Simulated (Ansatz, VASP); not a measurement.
**Sc in VASP and in Ansatz**

INCAR

```
SYSTEM = Sc
PREC = Accurate
ENCUT = 600
EDIFF = 1E-6
ISMEAR = 0
SIGMA = 0.1
LREAL = .FALSE.
LASPH = .TRUE.
NELM = 100
ALGO = Normal
ISIF = 3
LWAVE = .FALSE.
LCHARG = .FALSE.
GGA = PE
IBRION = 2
NSW = 80
EDIFFG = -0.01
```

Contents of KPOINTS:

```
Automatic mesh
0
G
  16 16 16
  0 0 0
```

The input POSCAR:

```
Sc
1.0
    0.0000000000      2.3091676369      2.3091676369
    2.3091676369      0.0000000000      2.3091676369
    2.3091676369      2.3091676369      0.0000000000
Sc
1
Direct
    0.0000000000      0.0000000000      0.0000000000
```

Input for Ansatz:

```yaml
crystal:
  lattice:
    - [0.0, 2.3091676369, 2.3091676369]
    - [2.3091676369, 0.0, 2.3091676369]
    - [2.3091676369, 2.3091676369, 0.0]
  atoms:
    - { symbol: Sc, position: [0.0, 0.0, 0.0] }
basis:
  ecutwfc: 420
kpoints:
  mp_grid: { grid: [16, 16, 16] }
hamiltonian:
  xc: pbe
scf:
  occupations: { method: gaussian, width: 0.1 }
output:
  forces: true
  stress: true
  eigenvalues: true
  write_density: true
  write_potential: true
  elf: true
  volumetric_format: npy
relax:
  adjacent_minimum: "off"
  f_tol: 0.01
  max_steps: 60
  cell: { stress_tol: 0.1 }
```

Alike in both runs: task relaxation of cell and atoms; functional PBE; k mesh 16 × 16 × 16; occupations gaussian, width 0.1 eV; no spin polarisation.

|  | VASP | Ansatz |
| --- | --- | --- |
| version | VASP 6.6.1 | Ansatz 0.2.0 |
| potentials or method | VASP PAW PBE potentials, release 64 (Sc_sv), cutoff 600 eV | scalar-relativistic, plane waves, PAW |
| valence electrons in the cell | 11 | 11 |

```csv
,VASP,Ansatz,Ansatz less VASP
"gap on the k mesh at the Fermi level, each at its own relaxed structure (eV)",none,none,-
relaxed volume (Å³/atom),24.69,24.63,-0.063
relaxed cell length with the largest relative difference (Å),3.268,3.266,-0.0028
```

A gap of «none» marks a metal or a gap that the smearing closes.
